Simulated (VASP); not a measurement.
**AlGa2N3: relaxation of cell and atoms with PBE**

Crystal: AlGa2N3.

```
Al Ga N
1.0
     2.97172    0.00000    0.00000
    -1.48586    2.57358    0.00000
     0.00000    0.00000    7.28469
Al Ga N
1 2 3
Cartesian
  0.0000 0.0000 3.6423
  0.0000 1.7157 1.2382
  1.4859 0.8579 6.0465
  0.0000 1.7157 4.7893
  1.4859 0.8579 2.4954
  0.0000 0.0000 0.0000
```

```yaml
Program: VASP 6.6.1
Task: relaxation of cell and atoms
Functional: PBE
Potentials_or_basis: VASP PAW PBE potentials, release 64 (Al, Ga_d, N)
Cutoff: 600 eV
k_mesh: 12 × 12 × 4
Occupations: gaussian, width 0.02 eV
Spin: no spin polarisation
Dipole_correction: no
Further_INCAR_settings: ALGO = Normal; EDIFF = 1e-07; IBRION = 2; EDIFFG = -0.01; NSW = 100; ISIF = 3
```

```yaml
Relaxed_volume: 9.30 Å³/atom
Relaxed_cell: a = 2.973 Å, b = 2.973 Å, c = 7.290 Å, α = 90.00°, β = 90.00°, γ = 120.00°
Space_group_after_relaxing_to_0.1_Å: P-3m1 (No. 164)
Energy_gained_by_relaxing: 0.0 meV/atom
Ionic_steps: 4
Pressure_after_relaxing: 0.0 GPa
Band_gap_on_the_k_mesh: 1.46 eV (least direct gap 2.41 eV)
```

Forces on the atoms (eV/Å):
```
Al   0.000  0.000  0.000
Ga   0.000  0.000  0.003
Ga   0.000  0.000 -0.003
N    0.000  0.000 -0.002
N    0.000  0.000  0.002
N    0.000  0.000  0.000
```

Step by step:
```tsv
step	energy change (eV)	largest force (eV/Å)	pressure (GPa)	volume (Å³)
1	0.0000	0.0399	0.39	55.71
2	-0.0001	0.0112	-0.33	55.90
3	-0.0002	0.0168	-0.07	55.83
4	-0.0002	0.0025	0.00	55.81
```

Final structure:
```cif
data_structure
_symmetry_space_group_name_H-M 'P 1'
_symmetry_Int_Tables_number 1
_cell_length_a 2.9732
_cell_length_b 2.9732
_cell_length_c 7.2903
_cell_angle_alpha 90.000
_cell_angle_beta 90.000
_cell_angle_gamma 120.000
_cell_volume 55.81
loop_
_atom_site_label
_atom_site_type_symbol
_atom_site_fract_x
_atom_site_fract_y
_atom_site_fract_z
_atom_site_occupancy
Al1 Al 0.00000 0.00000 0.50000 1
Ga1 Ga 0.33333 0.66667 0.17009 1
Ga2 Ga 0.66667 0.33333 0.82991 1
N1 N 0.33333 0.66667 0.65716 1
N2 N 0.66667 0.33333 0.34284 1
N3 N 0.00000 0.00000 0.00000 1
```

Levels at points of the mesh, in eV from the valence-band top:
```tsv
k point	band 20	band 21	band 22	band 23	band 24	band 25
(0.00, 0.00, 0.00)	-0.27	-0.06	-0.06	2.88	5.33	5.45
(0.50, 0.00, 0.00)	-1.93	-1.32	-0.94	1.46	5.71	5.96
(0.00, 0.00, 0.50)	-0.19	-0.13	-0.13	4.32	4.96	5.11
(0.50, 0.00, 0.50)	-2.30	-0.37	-0.35	2.73	3.93	4.97
```

Run time: 6.9 min on 1 thread of Intel Xeon 8259CL, with other jobs on the host, peak memory 0.27 GiB.

A k mesh can miss the band edges.
